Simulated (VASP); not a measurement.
# MoS2 (P-3m1) in VASP: further runs

Aim: see how the results for MoS2 move with the level of theory and the settings. Levels: BLYP+D4, RPBE. Tasks: single point.

All numbers are computed with VASP 6.6.1; they aren't measurements. Logs are shortened: lines on timing, memory, paths and dates and some standing lists are left out, and cuts for length are marked.

### 1 The cell of the first run

The structure is trigonal, space group P-3m1 (No. 164). The conventional cell has a = 3.162 Å, b = 3.162 Å, c = 6.184 Å, α = 90.00°, β = 90.00°, γ = 120.00°. Within 3.1 Å of Mo (site symmetry -3m) lie 6 S at 2.37 Å. Within 3.1 Å of S (site symmetry 3m) lie 3 Mo at 2.37 Å.

### 2 Single point, BLYP+D4

INCAR reads:

```
SYSTEM = MoS2
AGGAC = 1.0
AGGAX = 1.0
ALDAC = 0.0
ALDAX = 1.0
ALGO = Normal
EDIFF = 1E-6
ENCUT = 520
GGA = B5
ISIF = 2
ISMEAR = -1
IVDW = 13
LASPH = .True.
LCHARG = .False.
LREAL = .False.
LWAVE = .False.
NBANDS = 20
NELM = 100
PREC = Accurate
SIGMA = 0.05
VDW_A1 = 0.44488865
VDW_A2 = 4.0933009
VDW_S6 = 1.0
VDW_S8 = 2.34076671
```

KPOINTS reads:

```
k-points
0
Gamma
  9 9 4
  0 0 0
```

POSCAR reads:

```
MoS2
1.0
    3.1615794509      0.0000000000      0.0000000000
   -1.5807897255      2.7380081205      0.0000000000
    0.0000000000      0.0000000000      6.1836112739
Mo S
1 2
Direct
    0.0000000000      0.0000000000      0.5000000000
    0.6666666667      0.3333333333      0.7446806800
    0.3333333333      0.6666666667      0.2553193200
```

Potentials or basis: VASP PAW PBE potentials, release 64 (Mo_sv, S).

Started as:

```sh
> cat potpaw_PBE.64/Mo_sv/POTCAR potpaw_PBE.64/S/POTCAR > POTCAR
> mpirun -np 1 vasp_std > vasp.out
```

OUTCAR:

```text
SYSTEM = MoS2
   EDIFF = 1E-6
   ENCUT = 520
   GGA = B5
   ISIF = 2
   ISMEAR = -1
   IVDW = 13
   LASPH = .True.
   LREAL = .False.
   NELM = 100
   PREC = Accurate

 ion  position               nearest neighbor table
   1  0.000  0.000  0.500-   2 2.37   3 2.37   3 2.37   2 2.37   2 2.37   3 2.37
   2  0.667  0.333  0.745-   1 2.37   1 2.37   1 2.37
   3  0.333  0.667  0.255-   1 2.37   1 2.37   1 2.37

  LATTYP: Found a hexagonal cell.
 ALAT       =     3.1615794509
 C/A-ratio  =     1.9558614199

  Lattice vectors:

 A1 = (   3.1615794509,   0.0000000000,   0.0000000000)
 A2 = (  -1.5807897255,   2.7380081205,   0.0000000000)
 A3 = (   0.0000000000,   0.0000000000,   6.1836112739)

Analysis of symmetry for initial positions (statically):
=====================================================================
 Subroutine PRICEL returns:
 Original cell was already a primitive cell.

 Routine SETGRP: Setting up the symmetry group for a
 hexagonal supercell.

 Subroutine GETGRP returns: Found 12 space group operations
 (whereof 12 operations were pure point group operations)
 out of a pool of 24 trial point group operations.

The static configuration has the point symmetry D_3d.

Analysis of symmetry for dynamics (positions and initial velocities):
=====================================================================
 Subroutine PRICEL returns:
 Original cell was already a primitive cell.

 Routine SETGRP: Setting up the symmetry group for a
 hexagonal supercell.

 Subroutine GETGRP returns: Found 12 space group operations
 (whereof 12 operations were pure point group operations)
 out of a pool of 24 trial point group operations.

The dynamic configuration has the point symmetry D_3d.

 Subroutine INISYM returns: Found 12 space group operations
 (whereof 12 operations are pure point group operations),
 and found     1 'primitive' translations

----------------------------------------------------------------------------------------

                                     Primitive cell

  volume of cell :      53.5280

  direct lattice vectors                    reciprocal lattice vectors
     3.161579451  0.000000000  0.000000000     0.316297602  0.182614506  0.000000000
    -1.580789726  2.738008120  0.000000000     0.000000000  0.365229012  0.000000000
     0.000000000  0.000000000  6.183611274     0.000000000  0.000000000  0.161717798

  length of vectors
     3.161579451  3.161579451  6.183611274     0.365229012  0.365229012  0.161717798

  position of ions in fractional coordinates (direct lattice)
     0.000000000  0.000000000  0.500000000
     0.666666667  0.333333333  0.744680680
     0.333333333  0.666666667  0.255319320

  ion indices of the primitive-cell ions
   primitive index   ion index
                 1           1
                 2           2
                 3           3

----------------------------------------------------------------------------------------

 KPOINTS: k-points

Automatic generation of k-mesh.
 Grid dimensions read from file:
 generate k-points for:    9    9    4

 Generating k-lattice:

  Cartesian coordinates                     Fractional coordinates (reciprocal lattice)
     0.035144178  0.020290501  0.000000000     0.111111111 -0.000000000  0.000000000
     0.000000000  0.040581001  0.000000000     0.000000000  0.111111111  0.000000000
     0.000000000  0.000000000  0.040429450     0.000000000  0.000000000  0.250000000

  Length of vectors
     0.040581001  0.040581001  0.040429450

  Shift w.r.t. Gamma in fractional coordinates (k-lattice)
     0.000000000  0.000000000  0.000000000

 Subroutine IBZKPT returns following result:
 ===========================================

 Found     43 irreducible k-points:

 Following reciprocal coordinates:
            Coordinates               Weight
  0.000000  0.000000  0.000000      1.000000
  0.111111  0.000000  0.000000      6.000000
  0.222222  0.000000  0.000000      6.000000
  0.333333  0.000000  0.000000      6.000000
  0.444444  0.000000  0.000000      6.000000
  0.111111  0.111111  0.000000      6.000000
[... 16 lines left out ...]
  0.222222  0.111111  0.250000     12.000000
 -0.111111  0.333333  0.250000     12.000000
 [... further k-points ...]
   k-points           NKPTS =     43   k-points in BZ     NKDIM =     43   number of bands    NBANDS=     20
   number of dos      NEDOS =    301   number of ions     NIONS =      3
   total plane-waves  NPLWV =  27648
   dimension x,y,z NGX =    24 NGY =   24 NGZ =   48
   dimension x,y,z NGXF=    48 NGYF=   48 NGZF=   96
   ions per type =               1   2
   NGX,Y,Z   is equivalent  to a cutoff of  12.62, 12.62, 12.90 a.u.
   NGXF,Y,Z  is equivalent  to a cutoff of  25.24, 25.24, 25.81 a.u.
 SYSTEM =  MoS2
   PREC   = accura    normal or accurate (medium, high low for compatibility)
   ISTART =      0    job   : 0-new  1-cont  2-samecut
   ICHARG =      2    charge: 1-file 2-atom 10-const
   ISPIN  =      1    spin polarized calculation?
   LNONCOLLINEAR =      F non collinear calculations
   LSORBIT =      F    spin-orbit coupling
   LASPH  =      T    aspherical Exc in radial PAW
   ENCUT  =  520.0 eV  38.22 Ry    6.18 a.u.   5.88  5.88 11.50*2*pi/ulx,y,z
   NELM   =    100;   NELMIN=  2; NELMDL= -5     # of ELM steps
   EDIFF  = 0.1E-05   stopping-criterion for ELM
   LREAL  =      F    real-space projection
   EDIFFG = 0.1E-04   stopping-criterion for IOM
   NSW    =      0    number of steps for IOM
   IBRION =     -1    ionic relax: 0-MD 1-quasi-New 2-CG
   NFREE  =      0    steps in history (QN), initial steepest desc. (CG)
   ISIF   =      2    stress and relaxation
   ISYM   =      2    0-nonsym 1-usesym 2-fastsym
   POTIM  = 0.5000    time-step for ionic-motion
   TEBEG  =    0.0;   TEEND  =   0.0 temperature during run
   PSTRESS=    0.0 pullay stress
   NELECT =      26.0000    total number of electrons
   NUPDOWN=      -1.0000    fix difference up-down
   EMIN   =  10.00;   EMAX   =-10.00  energy-range for DOS
   EFERMI =   0.00;   METHOD = LEGACY
   ISMEAR =    -1;   SIGMA  =   0.05  broadening in eV -4-tet -1-fermi 0-gaus
   EFERMI_NEDOS =   21; number of points for ismear=-14 and -15
   IALGO  =     38    algorithm
   IMIX   =      4    mixing-type and parameters
     AMIX     =   0.40;   BMIX     =  1.00
     AMIX_MAG =   1.60;   BMIX_MAG =  1.00
  volume/ion in A,a.u.               =      17.84       120.41
  Fermi-wavevector in a.u.,A,eV,Ry     =   1.286883  2.431856 22.532159  1.656067
  Thomas-Fermi vector in A             =   2.418930
   LORBIT       =      0    0 simple, 1 ext, 2 COOP (PROOUT), +10 PAW based schemes
   GGA     = B5    functional components
   LHFCALC =     F    Hartree Fock is set to
   AEXX    =    0.0000 exact exchange contribution
   IVDW    =    13    specifies the selected vdW correction
   LEPSILON=     F    determine dielectric tensor
   LRPA    =     F    only Hartree local field effects (RPA)
 non-spin polarized calculation
  energy-cutoff  :      520.00
  volume of cell :       53.53
 maximum number of plane-waves:      1458
   NGX = 11   NGY = 11   NGZ = 23

 number of electron      25.9999998 magnetization

 Free energy of the ion-electron system (eV)
  ---------------------------------------------------
  ext. energy  EPLUGINS =         0.00000000
  ---------------------------------------------------
  free energy    TOTEN  =       -18.23792045 eV

  energy without entropy =      -18.22975626  energy(sigma->0) =      -18.23383835

 E-fermi :   8.1145     XC(G=0): -10.1751

 val. band max:        8.1129904315   @ k =   0.1111   0.0000   0.0000
 cond. band min:       8.1149715695   @ k =   0.3333   0.2222   0.0000
 fundamental gap:      0.0019811381
 Fermi energy:         8.1144794729

 k-point     1 :       0.0000    0.0000    0.0000
  band No.  band energies     occupation
      1     -53.4944      2.00000
      2     -27.6943      2.00000
      3     -27.6167      2.00000
      4     -27.6167      2.00000
      5      -7.0580      2.00000
      6      -5.4656      2.00000
[... 12 lines left out ...]
     19      15.0545      0.00000
     20      17.8637      0.00000

 k-point     2 :       0.1111    0.0000    0.0000
  band No.  band energies     occupation
      1     -53.4895      2.00000
      2     -27.6845      2.00000
      3     -27.6657      2.00000
      4     -27.6278      2.00000
      5      -6.8580      2.00000
      6      -5.4337      2.00000
[... 12 lines left out ...]
     19      15.6159      0.00000
     20      17.4443      0.00000

 k-point     3 :       0.2222    0.0000    0.0000
  band No.  band energies     occupation
      1     -53.4769      2.00000
      2     -27.7884      2.00000
      3     -27.6591      2.00000
      4     -27.6559      2.00000
      5      -6.3149      2.00000
      6      -5.3445      2.00000
[... 12 lines left out ...]
     19      16.4070      0.00000
     20      16.9917      0.00000

 k-point     4 :       0.3333    0.0000    0.0000
  band No.  band energies     occupation
      1     -53.4625      2.00000
      2     -27.9249      2.00000
      3     -27.6875      2.00000
      4     -27.6303      2.00000
      5      -5.6747      2.00000
      6      -5.1416      2.00000
[... 12 lines left out ...]
     19      15.4647      0.00000
     20      16.3210      0.00000

 k-point     5 :       0.4444    0.0000    0.0000
  band No.  band energies     occupation
      1     -53.4532      2.00000
      2     -28.0126      2.00000
      3     -27.7081      2.00000
      4     -27.6114      2.00000
      5      -5.4360      2.00000
      6      -4.6929      2.00000
[... 12 lines left out ...]
     19      15.3163      0.00000
     20      16.4780      0.00000
[... 353 lines left out ...]
      6      -4.6845      2.00000
[... 12 lines left out ...]
     19      14.8199      0.00000
     20      15.7485      0.00000

 k-point    22 :       0.1111    0.1111    0.2500
  band No.  band energies     occupation
      1     -53.4807      2.00000
      2     -27.7471      2.00000
      3     -27.6675      2.00000
      4     -27.6513      2.00000
      5      -6.3977      2.00000
      6      -5.4979      2.00000
[... 12 lines left out ...]
     19      16.7972      0.00000
     20      17.3291      0.00000

 k-point    23 :       0.2222    0.1111    0.2500
  band No.  band energies     occupation
      1     -53.4672      2.00000
      2     -27.8662      2.00000
      3     -27.6924      2.00000
      4     -27.6395      2.00000
      5      -5.8205      2.00000
      6      -5.2942      2.00000
[... 12 lines left out ...]
     19      16.1521      0.00000
     20      17.3513      0.00000

 k-point    24 :      -0.1111    0.3333    0.2500
  band No.  band energies     occupation
      1     -53.4672      2.00000
      2     -27.8662      2.00000
      3     -27.6924      2.00000
      4     -27.6395      2.00000
      5      -5.7508      2.00000
      6      -5.3813      2.00000
[... 12 lines left out ...]
     19      16.6527      0.00000
     20      16.8838      0.00000

 [... further k-points ...]

------------------------ aborting loop because EDIFF is reached ----------------------------------------

  DFT-D4 for vdW energy calculation

  Edisp (eV):   -2.46464

  FORCE on cell =-STRESS in cart. coord.  units (eV):
  Direction    XX          YY          ZZ          XY          YZ          ZX
  --------------------------------------------------------------------------------------
  -------------------------------------------------------------------------------------
  Total       3.58584     3.58584     3.72313    -0.00000     0.00000    -0.00000
  in kB     107.32976   107.32976   111.43910    -0.00000     0.00000    -0.00000
  external pressure =      108.70 kB  Pullay stress =        0.00 kB

 VOLUME and BASIS-vectors are now :
 -----------------------------------------------------------------------------
  energy-cutoff  :      520.00
  volume of cell :       53.53
      direct lattice vectors                 reciprocal lattice vectors
     3.161579451  0.000000000  0.000000000     0.316297602  0.182614506  0.000000000
    -1.580789726  2.738008120  0.000000000     0.000000000  0.365229012  0.000000000
     0.000000000  0.000000000  6.183611274     0.000000000  0.000000000  0.161717798

 POSITION                                       TOTAL-FORCE (eV/Angst)
 -----------------------------------------------------------------------------------
      0.00000      0.00000      3.09181        -0.000000      0.000000     -0.000000
      1.58079      0.91267      4.60482        -0.000000     -0.000000      1.721434
     -0.00000      1.82534      1.57880         0.000000      0.000000     -1.721434
 -----------------------------------------------------------------------------------
    total drift:                                0.000000     -0.000000      0.000000

  FREE ENERGIE OF THE ION-ELECTRON SYSTEM (eV)
  ---------------------------------------------------
  free  energy   TOTEN  =       -20.7025610830 eV

  energy  without entropy=      -20.6943968889  energy(sigma->0) =      -20.69847899
```

Run time: 51 s. Hardware: 1 thread of Intel Xeon 8259CL, shared host; peak memory 0.19 GiB.

What came out:

```yaml
Free_energy: -20.7026 eV
Pressure: 10.9 GPa
Largest_force: 1.721 eV/Å
Band_gap_on_the_k_mesh: zero (band 13 reaches 8.80 eV, above the bottom of band 14 at 7.73 eV)
Dispersion_energy_per_atom: -0.822 eV
```

Forces in eV/Å, atoms in the order of the input:
```
Mo   0.000  0.000  0.000
S    0.000  0.000  1.721
S    0.000  0.000 -1.721
```

Stress tensor (GPa, compression positive):
```
10.73  0.00  0.00
 0.00 10.73  0.00
 0.00  0.00 11.14
```

Caveat: the PAW data sets were made with another functional, which shifts forces and pressure a little.

[end of part 1 of 2]
